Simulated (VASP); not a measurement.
# Mn (Im-3m) in VASP: single point with r2SCAN

Aim: the single point of Mn with r2SCAN.

All numbers are computed with VASP 6.6.1; they aren't measurements. Logs are shortened: lines on timing, memory, paths and dates and some standing lists are left out, and cuts for length are marked.

## Step 1: The cell of the first run

It takes space group Im-3m (No. 229, cubic). The conventional cell has a = 2.740 Å, b = 2.740 Å, c = 2.740 Å, α = 90.00°, β = 90.00°, γ = 90.00°. Mn (site symmetry m-3m) has 14 Mn at 2.37 to 2.74 Å within 3.1 Å.

## Step 2: Single point, r2SCAN, collinear spin, antiferromagnetic start

The input, POSCAR:

```
Mn
1.0
    2.7400000000      0.0000000000      0.0000000000
    0.0000000000      2.7400000000      0.0000000000
    0.0000000000      0.0000000000      2.7400000000
Mn
2
Direct
    0.0000000000      0.0000000000      0.0000000000
    0.5000000000      0.5000000000      0.5000000000
```

The input, INCAR.step1:

```
ALGO     = Normal         # electronic algorithm
EDIFF    = 1E-5           # SCF threshold, eV
ENCUT    = 550            # plane-wave cutoff, eV
GGA      = PE             # functional
GGA_COMPAT= False        
ISMEAR   = -1             # smearing method
ISPIN    = 2              # spin polarisation
LASPH    = True           # aspherical terms in the spheres
LCHARG   = False          # write CHGCAR
LMAXMIX  = 4              # l up to which the mixer works
LREAL    = False          # projectors in reciprocal space
LWAVE    = True           # write WAVECAR
MAGMOM   = 3 -3           # initial moments
NBANDS   = 24             # bands
NELM     = 200            # most SCF steps
PREC     = Accurate       # precision mode
SIGMA    = 0.05           # smearing width, eV
```

The input, INCAR.step2:

```
ALGO     = Normal         # electronic algorithm
EDIFF    = 1E-6           # SCF threshold, eV
ENCUT    = 550            # plane-wave cutoff, eV
GGA_COMPAT= False        
ISIF     = 2              # what is computed and relaxed
ISMEAR   = -1             # smearing method
ISPIN    = 2              # spin polarisation
ISTART   = 1            
LASPH    = True           # aspherical terms in the spheres
LCHARG   = False          # write CHGCAR
LMAXMIX  = 4              # l up to which the mixer works
LMIXTAU  = True         
LORBIT   = 11             # projections on sites
LREAL    = False          # projectors in reciprocal space
LWAVE    = False          # write WAVECAR
MAGMOM   = 3 -3           # initial moments
METAGGA  = R2SCAN         # meta-GGA
NBANDS   = 24             # bands
NELM     = 200            # most SCF steps
PREC     = Accurate       # precision mode
SIGMA    = 0.05           # smearing width, eV
```

The input, KPOINTS:

```
k-points
0
Gamma
  6 6 6
```

Potentials or basis: VASP PAW PBE potentials, release 64 (Mn_pv).

Launch:

```bash
> cat potpaw_PBE.64/Mn_pv/POTCAR > POTCAR
> cp INCAR.step1 INCAR
> mpirun -np 1 vasp_std > vasp.out
> cp INCAR.step2 INCAR
> mpirun -np 1 vasp_std > vasp.out
```

OUTCAR:

```text
EDIFF = 1E-6
   ENCUT = 550
   ISIF = 2
   ISMEAR = -1
   ISPIN = 2
   ISTART = 1
   LASPH = True
   LORBIT = 11
   LREAL = False
   METAGGA = R2SCAN
   NELM = 200
   PREC = Accurate

 ion  position               nearest neighbor table
   1  0.000  0.000  0.000-   2 2.37   2 2.37   2 2.37   2 2.37   2 2.37   2 2.37   2 2.37   2 2.37

   2  0.500  0.500  0.500-   1 2.37   1 2.37   1 2.37   1 2.37   1 2.37   1 2.37   1 2.37   1 2.37

  LATTYP: Found a simple cubic cell.
 ALAT       =     2.7400000000

  Lattice vectors:

 A1 = (   2.7400000000,   0.0000000000,   0.0000000000)
 A2 = (   0.0000000000,   2.7400000000,   0.0000000000)
 A3 = (   0.0000000000,   0.0000000000,   2.7400000000)

Analysis of symmetry for initial positions (statically):
=====================================================================
 Subroutine PRICEL returns following result:

  LATTYP: Found a body centered cubic cell.
 ALAT       =     2.7400000000
[... 12 lines left out ...]
 Subroutine GETGRP returns: Found 48 space group operations
 (whereof 48 operations were pure point group operations)
 out of a pool of 48 trial point group operations.

The static configuration has the point symmetry O_h .

Analysis of symmetry for dynamics (positions and initial velocities):
=====================================================================
 Subroutine PRICEL returns following result:

  LATTYP: Found a body centered cubic cell.
 ALAT       =     2.7400000000
[... 12 lines left out ...]
 Subroutine GETGRP returns: Found 48 space group operations
 (whereof 48 operations were pure point group operations)
 out of a pool of 48 trial point group operations.

The dynamic configuration has the point symmetry O_h .

Analysis of structural, dynamic, and magnetic symmetry:
=====================================================================
 Subroutine PRICEL returns following result:

  LATTYP: Found a body centered cubic cell.
 ALAT       =     2.7400000000
[... 12 lines left out ...]
 Subroutine GETGRP returns: Found 48 space group operations
 (whereof 48 operations were pure point group operations)
 out of a pool of 48 trial point group operations.

The overall configuration has the point symmetry O_h .

 Subroutine INISYM returns: Found 48 space group operations
 (whereof 48 operations are pure point group operations),
 and found     2 'primitive' translations

----------------------------------------------------------------------------------------
[... 107 lines left out ...]
  volume/ion in A,a.u.               =      10.29        69.41
  Fermi-wavevector in a.u.,A,eV,Ry     =   1.770036  3.344883 42.627417  3.133027
  Thomas-Fermi vector in A             =   2.836906
   LORBIT       =     11    0 simple, 1 ext, 2 COOP (PROOUT), +10 PAW based schemes
   METAGGA = R2SCAN    functional components
   LHFCALC =     F    Hartree Fock is set to
   AEXX    =    0.0000 exact exchange contribution
   IVDW    =     0    specifies the selected vdW correction
   LEPSILON=     F    determine dielectric tensor
   LRPA    =     F    only Hartree local field effects (RPA)
 spin polarized calculation
  energy-cutoff  :      550.00
  volume of cell :       20.57
 maximum number of plane-waves:       624
 NGX is ok and might be reduce to    24
   NGX = 11   NGY = 11   NGZ = 11

 number of electron      25.9999974 magnetization      -0.0000000

 number of electron      25.9999974 magnetization       0.0000000

 Free energy of the ion-electron system (eV)
  ---------------------------------------------------
  ext. energy  EPLUGINS =         0.00000000
  ---------------------------------------------------
  free energy    TOTEN  =       -28.48110141 eV

  energy without entropy =      -28.45539470  energy(sigma->0) =      -28.46824805

 E-fermi :  11.4919     XC(G=0): -15.7073

 val. band max:       11.3992451591   @ k =   0.3333   0.1667   0.1667
 cond. band min:      11.4920860067   @ k =   0.3333   0.1667   0.1667
 fundamental gap:      0.0928408476
 Fermi energy:        11.4918688189

 spin component 1

 k-point     1 :       0.0000    0.0000    0.0000
  band No.  band energies     occupation
      1     -38.9853      1.00000
      2     -38.9852      1.00000
      3     -38.9852      1.00000
      4     -38.3536      1.00000
      5     -38.3536      1.00000
      6     -38.3536      1.00000
[... 529 lines left out ...]
     23      25.2248      0.00000
     24      25.2248      0.00000
 Fermi energy:        11.4918688189

 spin component 2

 k-point     1 :       0.0000    0.0000    0.0000
  band No.  band energies     occupation
      1     -38.9853      1.00000
      2     -38.9852      1.00000
      3     -38.9852      1.00000
      4     -38.3536      1.00000
      5     -38.3536      1.00000
      6     -38.3536      1.00000
[... 529 lines left out ...]
     23      25.2248      0.00000
     24      25.2248      0.00000

------------------------ aborting loop because EDIFF is reached ----------------------------------------

  FORCE on cell =-STRESS in cart. coord.  units (eV):
  Direction    XX          YY          ZZ          XY          YZ          ZX
  --------------------------------------------------------------------------------------
  -------------------------------------------------------------------------------------
  Total        0.8212162      0.8212162      0.8212162     -0.0000000      0.0000000      0.0000000
  in kB       63.9611727     63.9611727     63.9611727     -0.0000000      0.0000000      0.0000000
  external PRESSURE =      63.9611727 kB  Pullay stress =       0.0000000 kB

 VOLUME and BASIS-vectors are now :
 -----------------------------------------------------------------------------
  energy-cutoff  :      550.00
  volume of cell :       20.57
      direct lattice vectors                 reciprocal lattice vectors
     2.740000000  0.000000000  0.000000000     0.364963504  0.000000000  0.000000000
     0.000000000  2.740000000  0.000000000     0.000000000  0.364963504  0.000000000
     0.000000000  0.000000000  2.740000000     0.000000000  0.000000000  0.364963504

 POSITION                                       TOTAL-FORCE (eV/Angst)
 -----------------------------------------------------------------------------------
      0.00000      0.00000      0.00000         0.000000     -0.000000      0.000000
      1.37000      1.37000      1.37000        -0.000000      0.000000     -0.000000
 -----------------------------------------------------------------------------------
    total drift:                                0.000000      0.000000     -0.000000

  FREE ENERGIE OF THE ION-ELECTRON SYSTEM (eV)
  ---------------------------------------------------
  free  energy   TOTEN  =       -28.4811014074 eV

  energy  without entropy=      -28.4553946982  energy(sigma->0) =      -28.46824805

 total charge

# of ion       s       p       d       tot
------------------------------------------
    1        0.470   6.453   5.169  12.092
    2        0.470   6.453   5.169  12.092
--------------------------------------------------
tot          0.939  12.906  10.338  24.184

 magnetization (x)

# of ion       s       p       d       tot
------------------------------------------
    1       -0.000  -0.000  -0.000  -0.000
    2        0.000   0.000   0.000   0.000
--------------------------------------------------
tot          0.000   0.000   0.000   0.000
```

OUTCAR.step1:

```text
EDIFF = 1E-5
   ENCUT = 550
   GGA = PE
   ISMEAR = -1
   ISPIN = 2
[... 1345 lines left out ...]
      0.00000      0.00000      0.00000        -0.000000     -0.000000     -0.000000
      1.37000      1.37000      1.37000         0.000000      0.000000      0.000000
 -----------------------------------------------------------------------------------
    total drift:                                0.000000      0.000000     -0.000000

  FREE ENERGIE OF THE ION-ELECTRON SYSTEM (eV)
  ---------------------------------------------------
  free  energy   TOTEN  =       -17.6641213242 eV

  energy  without entropy=      -17.6298648771  energy(sigma->0) =      -17.64699310
```

OSZICAR.step1:

```text
N       E                     dE             d eps       ncg     rms          rms(c)
DAV:   1     0.253648484715E+03    0.25365E+03   -0.14842E+04  1968   0.157E+03
DAV:   2    -0.892642704434E+01   -0.26257E+03   -0.25051E+03  2008   0.413E+02
DAV:   3    -0.194434157195E+02   -0.10517E+02   -0.10454E+02  2008   0.928E+01
DAV:   4    -0.195281635358E+02   -0.84748E-01   -0.84738E-01  2184   0.820E+00
DAV:   5    -0.195293946190E+02   -0.12311E-02   -0.12311E-02  2056   0.100E+00    0.230E+01
DAV:   6    -0.173930184603E+02    0.21364E+01   -0.60966E+00  1920   0.373E+01    0.695E+00
DAV:   7    -0.175327890430E+02   -0.13977E+00   -0.50008E-01  1976   0.508E+00    0.507E+00
DAV:   8    -0.175836734024E+02   -0.50884E-01   -0.94399E-02  2264   0.281E+00    0.240E+00
DAV:   9    -0.176478679926E+02   -0.64195E-01   -0.59933E-01  2240   0.595E+00    0.879E-01
DAV:  10    -0.176618981703E+02   -0.14030E-01   -0.13180E-01  2320   0.264E+00    0.452E-01
DAV:  11    -0.176633920543E+02   -0.14939E-02   -0.98717E-03  2224   0.754E-01    0.209E-01
DAV:  12    -0.176639713004E+02   -0.57925E-03   -0.62351E-03  2672   0.639E-01    0.896E-02
DAV:  13    -0.176640767993E+02   -0.10550E-03   -0.47221E-04  2304   0.191E-01    0.493E-02
DAV:  14    -0.176641172202E+02   -0.40421E-04   -0.83771E-04  2040   0.260E-01    0.199E-02
DAV:  15    -0.176641213242E+02   -0.41040E-05   -0.29550E-05  1752   0.474E-02
   1 F= -.17664121E+02 E0= -.17646993E+02  d E =-.342564E-01  mag=     0.0000
```

Run time: 86 s. Hardware: 1 thread of AMD EPYC 9R45 (Zen 5), shared host; peak memory 0.12 GiB.

Results:

* Free energy: -28.4811 eV
* Pressure: 6.4 GPa
* Band gap on the k mesh: zero (filled and empty bands overlap)
* Net moment: 0.00 μB per cell
* Valence electrons inside the program's atomic spheres: Mn 12.09

Caveat: the k points lie up to 0.38 Å⁻¹ apart; the starting moments collapsed, and a magnetic state may lie lower; the PAW data sets were made with another functional, which shifts forces and pressure a little.
